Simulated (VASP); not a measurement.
# TaV (Cmmm) in VASP: single point with PBE

Aim: the single point of TaV with PBE.

All numbers are computed with VASP 6.6.1; they aren't measurements. Logs are shortened: lines on timing, memory, paths and dates and some standing lists are left out, and cuts for length are marked.

### 1 The cell of the first run

The structure is orthorhombic, space group Cmmm (No. 65). Conventional cell: a = 3.213 Å, b = 4.616 Å, c = 4.341 Å, α = 90.00°, β = 90.00°, γ = 90.00°. Within 3.6 Å of Ta (site symmetry mmm) lie 8 V at 2.70 to 3.17 Å and 6 Ta at 2.81 to 3.21 Å. V (site symmetry mmm) has 8 Ta at 2.70 to 3.17 Å and 6 V at 2.81 to 3.21 Å within 3.6 Å.

### 2 Single point, PBE

Input file POSCAR:

```
TaV
1.0
    1.6067000000     -2.3077750000      0.0000000000
    1.6067000000      2.3077750000      0.0000000000
    0.0000000000      0.0000000000      4.3413610000
Ta V
1 1
Direct
    0.0000000000      0.0000000000      0.0000000000
    0.5000000000      0.5000000000      0.5000000000
```

Input file INCAR.step1:

```
SYSTEM = TaV
PREC     = Accurate       ! precision mode
ENCUT    = 520            ! plane-wave cutoff, eV
EDIFF    = 1E-7           ! SCF threshold, eV
ISMEAR   = -1             ! smearing method
SIGMA    = 0.08           ! smearing width, eV
LREAL    = .False.        ! projectors in reciprocal space
LASPH    = .True.         ! aspherical terms in the spheres
NELM     = 80             ! most SCF steps
ALGO     = Normal         ! electronic algorithm
ISIF     = 2              ! what is computed and relaxed
LWAVE    = .False.        ! write WAVECAR
LCHARG   = .True.         ! write CHGCAR
LMAXMIX  = 4              ! l up to which the mixer works
GGA      = PE             ! functional
NBANDS   = 19             ! bands
```

Input file KPOINTS.step1:

```
regular mesh
0
Gamma
  12 12 8
  0 0 0
```

Input file INCAR.step2:

```
SYSTEM = TaV
PREC     = Accurate       ! precision mode
ENCUT    = 520            ! plane-wave cutoff, eV
EDIFF    = 1E-7           ! SCF threshold, eV
ISMEAR   = -5             ! smearing method
SIGMA    = 0.08           ! smearing width, eV
LREAL    = .False.        ! projectors in reciprocal space
LASPH    = .True.         ! aspherical terms in the spheres
NELM     = 80             ! most SCF steps
ALGO     = Normal         ! electronic algorithm
ISIF     = 2              ! what is computed and relaxed
LWAVE    = .False.        ! write WAVECAR
LCHARG   = .False.        ! write CHGCAR
LMAXMIX  = 4              ! l up to which the mixer works
GGA      = PE             ! functional
LORBIT   = 10             ! projections on sites
NBANDS   = 19             ! bands
NEDOS    = 1001           ! points of the DOS
ICHARG   = 11             ! starting density
```

Input file KPOINTS.step2:

```
regular mesh
0
Gamma
  18 18 12
  0 0 0
```

Potentials or basis: VASP PAW PBE potentials, release 64 (Ta_pv, V_sv).

Run with:

```console
$ cat potpaw_PBE.64/Ta_pv/POTCAR potpaw_PBE.64/V_sv/POTCAR > POTCAR
$ cp INCAR.step1 INCAR
$ cp KPOINTS.step1 KPOINTS
$ mpirun -np 1 vasp_std > vasp.out
$ cp INCAR.step2 INCAR
$ cp KPOINTS.step2 KPOINTS
$ mpirun -np 1 vasp_std > vasp.out
```

OUTCAR:

```text
SYSTEM = TaV
   PREC = Accurate
   ENCUT = 520
   EDIFF = 1E-7
   ISMEAR = -5
   LREAL = .False.
   LASPH = .True.
   NELM = 80
   ISIF = 2
   GGA = PE
   LORBIT = 10
   ICHARG = 11

 ion  position               nearest neighbor table
   1  0.000  0.000  0.000-   2 2.70   2 2.70   2 2.70   2 2.70   2 3.17   2 3.17   2 3.17   2 3.17

   2  0.500  0.500  0.500-   1 2.70   1 2.70   1 2.70   1 2.70   1 3.17   1 3.17   1 3.17   1 3.17

  LATTYP: Found a base centered orthorhombic cell.
 ALAT       =     3.2134000000
 B/A-ratio  =     1.4363446816
 C/A-ratio  =     1.3510179249

  Lattice vectors:

 A1 = (   1.6067000000,  -2.3077750000,   0.0000000000)
 A2 = (   1.6067000000,   2.3077750000,   0.0000000000)
 A3 = (   0.0000000000,   0.0000000000,   4.3413610000)

Analysis of symmetry for initial positions (statically):
=====================================================================
 Subroutine PRICEL returns:
 Original cell was already a primitive cell.

 Routine SETGRP: Setting up the symmetry group for a
 base centered orthorhombic supercell.

 Subroutine GETGRP returns: Found  8 space group operations
 (whereof  8 operations were pure point group operations)
 out of a pool of  8 trial point group operations.

The static configuration has the point symmetry D_2h.

Analysis of symmetry for dynamics (positions and initial velocities):
=====================================================================
 Subroutine PRICEL returns:
 Original cell was already a primitive cell.

 Routine SETGRP: Setting up the symmetry group for a
 base centered orthorhombic supercell.

 Subroutine GETGRP returns: Found  8 space group operations
 (whereof  8 operations were pure point group operations)
 out of a pool of  8 trial point group operations.

The dynamic configuration has the point symmetry D_2h.

 Subroutine INISYM returns: Found  8 space group operations
 (whereof  8 operations are pure point group operations),
 and found     1 'primitive' translations

----------------------------------------------------------------------------------------

                                     Primitive cell

  volume of cell :      32.1947

  direct lattice vectors                    reciprocal lattice vectors
     1.606700000 -2.307775000  0.000000000     0.311196863 -0.216658903  0.000000000
     1.606700000  2.307775000  0.000000000     0.311196863  0.216658903  0.000000000
     0.000000000  0.000000000  4.341361000     0.000000000  0.000000000  0.230342512

  length of vectors
     2.811994015  2.811994015  4.341361000     0.379189356  0.379189356  0.230342512

  position of ions in fractional coordinates (direct lattice)
     0.000000000  0.000000000  0.000000000
     0.500000000  0.500000000  0.500000000

  ion indices of the primitive-cell ions
   primitive index   ion index
                 1           1
                 2           2

----------------------------------------------------------------------------------------

 KPOINTS: regular mesh

Automatic generation of k-mesh.
 Grid dimensions read from file:
 generate k-points for:   18   18   12

 Generating k-lattice:

  Cartesian coordinates                     Fractional coordinates (reciprocal lattice)
     0.017288715 -0.012036606  0.000000000     0.055555556 -0.000000000  0.000000000
     0.017288715  0.012036606  0.000000000    -0.000000000  0.055555556  0.000000000
     0.000000000  0.000000000  0.019195209     0.000000000  0.000000000  0.083333333

  Length of vectors
     0.021066075  0.021066075  0.019195209

  Shift w.r.t. Gamma in fractional coordinates (k-lattice)
     0.000000000  0.000000000  0.000000000

 TETIRR: Found   5832 inequivalent tetrahedra from    23328

 Subroutine IBZKPT returns following result:
 ===========================================

 Found    637 irreducible k-points:

 Following reciprocal coordinates:
            Coordinates               Weight
  0.000000  0.000000  0.000000      1.000000
  0.055556  0.000000  0.000000      4.000000
  0.111111  0.000000  0.000000      4.000000
  0.166667 -0.000000  0.000000      4.000000
  0.222222  0.000000  0.000000      4.000000
  0.277778  0.000000  0.000000      4.000000
[... 16 lines left out ...]
 -0.277778  0.055556  0.000000      4.000000
 -0.222222  0.055556  0.000000      4.000000
 [... further k-points ...]
   k-points           NKPTS =    637   k-points in BZ     NKDIM =    637   number of bands    NBANDS=     19
   number of dos      NEDOS =   1001   number of ions     NIONS =      2
   total plane-waves  NPLWV =  18432
   dimension x,y,z NGX =    24 NGY =   24 NGZ =   32
   dimension x,y,z NGXF=    48 NGYF=   48 NGZF=   64
   ions per type =               1   1
   NGX,Y,Z   is equivalent  to a cutoff of  14.19, 14.19, 12.25 a.u.
   NGXF,Y,Z  is equivalent  to a cutoff of  28.38, 28.38, 24.51 a.u.
 SYSTEM =  TaV
   PREC   = accura    normal or accurate (medium, high low for compatibility)
   ISTART =      0    job   : 0-new  1-cont  2-samecut
   ICHARG =     11    charge: 1-file 2-atom 10-const
   ISPIN  =      1    spin polarized calculation?
   LNONCOLLINEAR =      F non collinear calculations
   LSORBIT =      F    spin-orbit coupling
   LASPH  =      T    aspherical Exc in radial PAW
   ENCUT  =  520.0 eV  38.22 Ry    6.18 a.u.   5.23  5.23  8.07*2*pi/ulx,y,z
   NELM   =     80;   NELMIN=  2; NELMDL=  0     # of ELM steps
   EDIFF  = 0.1E-06   stopping-criterion for ELM
   LREAL  =      F    real-space projection
   EDIFFG = 0.1E-05   stopping-criterion for IOM
   NSW    =      0    number of steps for IOM
   IBRION =     -1    ionic relax: 0-MD 1-quasi-New 2-CG
   NFREE  =      0    steps in history (QN), initial steepest desc. (CG)
   ISIF   =      2    stress and relaxation
   ISYM   =      2    0-nonsym 1-usesym 2-fastsym
   POTIM  = 0.5000    time-step for ionic-motion
   TEBEG  =    0.0;   TEEND  =   0.0 temperature during run
   PSTRESS=    0.0 pullay stress
   NELECT =      24.0000    total number of electrons
   NUPDOWN=      -1.0000    fix difference up-down
   EMIN   =  10.00;   EMAX   =-10.00  energy-range for DOS
   EFERMI =   0.00;   METHOD = LEGACY
   ISMEAR =    -5;   SIGMA  =   0.08  broadening in eV -4-tet -1-fermi 0-gaus
   EFERMI_NEDOS =   21; number of points for ismear=-14 and -15
   IALGO  =     38    algorithm
   IMIX   =      4    mixing-type and parameters
     AMIX     =   0.40;   BMIX     =  1.00
     AMIX_MAG =   1.60;   BMIX_MAG =  1.00
  volume/ion in A,a.u.               =      16.10       108.63
  Fermi-wavevector in a.u.,A,eV,Ry     =   1.484399  2.805107 29.979609  2.203439
  Thomas-Fermi vector in A             =   2.597940
   LORBIT       =     10    0 simple, 1 ext, 2 COOP (PROOUT), +10 PAW based schemes
   GGA     = PE    functional components
   LHFCALC =     F    Hartree Fock is set to
   AEXX    =    0.0000 exact exchange contribution
   IVDW    =     0    specifies the selected vdW correction
   LEPSILON=     F    determine dielectric tensor
   LRPA    =     F    only Hartree local field effects (RPA)
 non-spin polarized calculation
 Fermi weights with tetrahedron method with Bloechl corrections
  energy-cutoff  :      520.00
  volume of cell :       32.19
 maximum number of plane-waves:       886
 NGX is ok and might be reduce to    24

 number of electron      24.0000002 magnetization

 Free energy of the ion-electron system (eV)
  ---------------------------------------------------
  ext. energy  EPLUGINS =         0.00000000
  ---------------------------------------------------
  free energy    TOTEN  =       -20.63724794 eV

  energy without entropy =      -20.63724794  energy(sigma->0) =      -20.63724794

 E-fermi :   7.0698     XC(G=0): -12.6099

 val. band max:        7.1271377440   @ k =   0.3889   0.3889   0.0000
 cond. band min:       6.9851240197   @ k =   0.5000   0.3333   0.5000
 fundamental gap:     -0.1420137243
 Fermi energy:         7.0698093024

 k-point     1 :       0.0000    0.0000    0.0000
  band No.  band energies     occupation
      1     -56.6620      2.00000
      2     -30.5440      2.00000
      3     -30.3727      2.00000
      4     -30.3186      2.00000
      5     -26.4615      2.00000
      6     -26.0422      2.00000
[... 11 lines left out ...]
     18      11.9128      0.00000
     19      13.2273      0.00000

 k-point     2 :       0.0556    0.0000    0.0000
  band No.  band energies     occupation
      1     -56.6608      2.00000
      2     -30.5412      2.00000
      3     -30.3775      2.00000
      4     -30.3236      2.00000
      5     -26.4600      2.00000
      6     -26.0600      2.00000
[... 11 lines left out ...]
     18      11.9357      0.00000
     19      13.3826      0.00000

 k-point     3 :       0.1111    0.0000    0.0000
  band No.  band energies     occupation
      1     -56.6575      2.00000
      2     -30.5333      2.00000
      3     -30.3957      2.00000
      4     -30.3339      2.00000
      5     -26.4557      2.00000
      6     -26.1241      2.00000
[... 11 lines left out ...]
     18      11.9210      0.00000
     19      13.8560      0.00000

 k-point     4 :       0.1667   -0.0000    0.0000
  band No.  band energies     occupation
      1     -56.6523      2.00000
      2     -30.5211      2.00000
      3     -30.4310      2.00000
      4     -30.3420      2.00000
      5     -26.4490      2.00000
      6     -26.2442      2.00000
[... 11 lines left out ...]
     18      11.8146      0.00000
     19      14.5771      0.00000

 k-point     5 :       0.2222    0.0000    0.0000
  band No.  band energies     occupation
      1     -56.6460      2.00000
      2     -30.5062      2.00000
      3     -30.4788      2.00000
      4     -30.3471      2.00000
      5     -26.4408      2.00000
      6     -26.4038      2.00000
[... 11 lines left out ...]
     18      11.6484      0.00000
     19      15.4311      0.00000
[... 334 lines left out ...]
      2     -30.6162      2.00000
      3     -30.4675      2.00000
      4     -30.3600      2.00000
      5     -26.8419      2.00000
      6     -26.4096      2.00000
[... 11 lines left out ...]
     18      12.3199      0.00000
     19      16.2348      0.00000

 k-point    22 :      -0.3333    0.0556    0.0000
  band No.  band energies     occupation
      1     -56.6330      2.00000
      2     -30.5744      2.00000
      3     -30.4811      2.00000
      4     -30.3574      2.00000
      5     -26.7076      2.00000
      6     -26.4153      2.00000
[... 11 lines left out ...]
     18      11.6942      0.00000
     19      16.6831      0.00000

 k-point    23 :      -0.2778    0.0556    0.0000
  band No.  band energies     occupation
      1     -56.6394      2.00000
      2     -30.5238      2.00000
      3     -30.4965      2.00000
      4     -30.3549      2.00000
      5     -26.5438      2.00000
      6     -26.4233      2.00000
[... 11 lines left out ...]
     18      11.7850      0.00000
     19      15.9786      0.00000

 k-point    24 :      -0.2222    0.0556    0.0000
  band No.  band energies     occupation
      1     -56.6460      2.00000
      2     -30.5120      2.00000
      3     -30.4709      2.00000
      4     -30.3524      2.00000
      5     -26.4326      2.00000
      6     -26.3700      2.00000
[... 11 lines left out ...]
     18      12.0534      0.00000
     19      15.0201      0.00000

 [... further k-points ...]

------------------------ aborting loop because EDIFF is reached ----------------------------------------

  FORCE on cell =-STRESS in cart. coord.  units (eV):
  Direction    XX          YY          ZZ          XY          YZ          ZX
  --------------------------------------------------------------------------------------
  -------------------------------------------------------------------------------------
  Total       -0.2824053     -0.3704472     -0.3061109      0.0000000      0.0000000      0.0000000
  in kB      -14.0539782    -18.4354100    -15.2336951      0.0000000      0.0000000      0.0000000
  external PRESSURE =     -15.9076944 kB  Pullay stress =       0.0000000 kB

 VOLUME and BASIS-vectors are now :
 -----------------------------------------------------------------------------
  energy-cutoff  :      520.00
  volume of cell :       32.19
      direct lattice vectors                 reciprocal lattice vectors
     1.606700000 -2.307775000  0.000000000     0.311196863 -0.216658903  0.000000000
     1.606700000  2.307775000  0.000000000     0.311196863  0.216658903  0.000000000
     0.000000000  0.000000000  4.341361000     0.000000000  0.000000000  0.230342512

 POSITION                                       TOTAL-FORCE (eV/Angst)
 -----------------------------------------------------------------------------------
      0.00000      0.00000      0.00000         0.000000     -0.000000      0.000000
      1.60670      0.00000      2.17068        -0.000000      0.000000      0.000000
 -----------------------------------------------------------------------------------
    total drift:                                0.000000      0.000000     -0.000000

  FREE ENERGIE OF THE ION-ELECTRON SYSTEM (eV)
  ---------------------------------------------------
  free  energy   TOTEN  =       -20.6372479358 eV

  energy  without entropy=      -20.6372479358  energy(sigma->0) =      -20.63724794

 total charge

# of ion       s       p       d       tot
------------------------------------------
    1        0.391   6.167   2.446   9.004
    2        2.307   6.201   3.018  11.526
--------------------------------------------------
tot          2.699  12.368   5.464  20.530
```

Wall time 3.2 min (1 thread of Intel Xeon Platinum 8488C (Sapphire Rapids), shared host); peak memory 0.48 GiB.

What came out:

```
Valence electrons inside the program's atomic spheres : Ta 9.00; V 11.53
```

Caveat: spin-orbit coupling is left out, which moves the levels of the heavy elements.
